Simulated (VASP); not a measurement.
Wanted: the native input for a VASP 6.6.1 run.

```
Task                   : single point
Functional             : b88 exchange, pbe correlation
Potentials or basis    : VASP PAW PBE potentials, release 64 (Ga_d, P)
Cutoff                 : 500 eV
k mesh                 : 8 × 8 × 8
Occupations            : fermi-dirac, width 0.05 eV
Spin                   : no spin polarisation
Dipole correction      : no
Further INCAR settings : ALGO = Normal; EDIFF = 1e-06; NBANDS = 16
```

The structure of GaP lies in POSCAR:

```
GaP
1.0
    0.0000000000      2.7432985392      2.7432985392
    2.7432985392      0.0000000000      2.7432985392
    2.7432985392      2.7432985392      0.0000000000
Ga P
1 1
Direct
    0.0000000000      0.0000000000      0.0000000000
    0.7500000000      0.7500000000      0.7500000000
```

The input as run:

INCAR

```
  PREC = Accurate
  ENCUT = 500
  EDIFF = 1E-6
  ISMEAR = -1
  SIGMA = 0.05
  LREAL = F
  LASPH = T
  NELM = 120
  ALGO = Normal
  ISIF = 2
  LWAVE = F
  LCHARG = F
  GGA = LIBXC
  LIBXC1 = GGA_X_B88
  LIBXC2 = GGA_C_PBE
  NBANDS = 16
  GGA_COMPAT = F
```

KPOINTS

```
Automatic mesh
0
Gamma
  8 8 8
```

Potentials or basis: VASP PAW PBE potentials, release 64 (Ga_d, P).

Run with:

```console
$ cat potpaw_PBE.64/Ga_d/POTCAR potpaw_PBE.64/P/POTCAR > POTCAR
$ mpirun -np 1 vasp_std > vasp.out
```

Results of the run:

| Property | Result |
| --- | --- |
| Pressure | 0.6 GPa |
| Band gap on the k mesh | 1.61 eV (least direct gap 1.65 eV) |

Caveat: the PAW data sets were made with another functional, which shifts forces and pressure a little.

It took 12 s on 1 thread of Intel(R) Xeon(R) Platinum 8488C (Sapphire Rapids), on a shared host, peak memory 0.16 GiB.
